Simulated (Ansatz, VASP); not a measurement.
# Two plane-wave programs on GaP

Contents of INCAR:

```
SYSTEM = GaP
ALGO     = Normal         ! electronic algorithm
EDIFF    = 1E-6           ! SCF threshold, eV
ENCUT    = 500            ! plane-wave cutoff, eV
GGA      = PS             ! functional
GGA_COMPAT= .False.      
ISIF     = 2              ! what is computed and relaxed
ISMEAR   = 0              ! smearing method
LASPH    = .True.         ! aspherical terms in the spheres
LCHARG   = .True.         ! write CHGCAR
LELF     = .True.         ! ELF
LREAL    = .False.        ! projectors in reciprocal space
LVHAR    = .True.       
LWAVE    = .False.        ! write WAVECAR
NBANDS   = 16             ! bands
NELM     = 120            ! most SCF steps
PREC     = Accurate       ! precision mode
SIGMA    = 0.01           ! smearing width, eV
```

KPOINTS

```
k-points
0
Gamma
  10 10 10
  0 0 0
```

POSCAR

```
GaP
1.0
    0.0000000000      2.6113238221      2.6113238221
    2.6113238221      0.0000000000      2.6113238221
    2.6113238221      2.6113238221      0.0000000000
Ga P
1 1
Direct
    0.0000000000      0.0000000000      0.0000000000
    0.2500000000      0.2500000000      0.2500000000
```

Input for Ansatz:

```yaml
crystal:
  lattice:
    - [0.0, 2.6113238221, 2.6113238221]
    - [2.6113238221, 0.0, 2.6113238221]
    - [2.6113238221, 2.6113238221, 0.0]
  atoms:
    - { symbol: Ga, position: [0.0, 0.0, 0.0] }
    - { symbol: P, position: [0.25, 0.25, 0.25] }
scf:
  occupations: { method: fixed }
output:
  forces: true
  stress: true
  eigenvalues: true
hamiltonian:
  xc: pbesol
basis:
  ecutwfc: 500
kpoints:
  mp_grid: { grid: [10, 10, 10] }
```

Alike in both runs: task single point; functional PBEsol; k mesh 10 × 10 × 10; no spin polarisation.

|  | VASP | Ansatz |
| --- | --- | --- |
| version | VASP 6.6.1 | Ansatz 0.2.0 |
| potentials or method | VASP PAW PBE potentials, release 64 (Ga_d, P), cutoff 500 eV | scalar-relativistic, plane waves, PAW |
| occupations | gaussian, width 0.01 eV | fixed |
| valence electrons in the cell | 18 | 18 |

```csv
,VASP,Ansatz,Ansatz less VASP
gap on the k mesh at the Fermi level (eV),1.22,1.22,-0.003
least direct gap on the mesh (eV),2.83,2.82,-0.012
pressure (GPa),13.3,13.5,+0.18
```

VASP's potentials were made for PBE, not for PBEsol.
